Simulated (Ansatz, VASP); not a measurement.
# TlBr: VASP beside Ansatz

```xyz
2
Lattice="3.9462 0.0000 0.0000 0.0000 3.9462 0.0000 0.0000 0.0000 3.9462" Properties=species:S:1:pos:R:3 pbc="T T T"
Tl    0.0000    0.0000    0.0000
Br    1.9731    1.9731    1.9731
```

Alike in both runs: task single point; functional PBEsol; k mesh 4 × 4 × 4; no spin polarisation.

```csv
,VASP,Ansatz
version,VASP 6.6.1,Ansatz 0.2.0
potentials or method,"VASP PAW PBE potentials, release 64 (Tl_d, Br)","plane waves, PAW"
plane-wave cutoff (eV),500,420
occupations,"gaussian, width 0.01 eV",fixed
valence electrons in the cell,20,20
```

```tsv
	VASP	Ansatz	Ansatz less VASP
gap on the k mesh at the Fermi level (eV)	1.65	1.65	-0.004
pressure (GPa)	-0.5	-0.5	+0.03
```

VASP's potentials were made for PBE, not for PBEsol.

Spin-orbit coupling is off throughout.
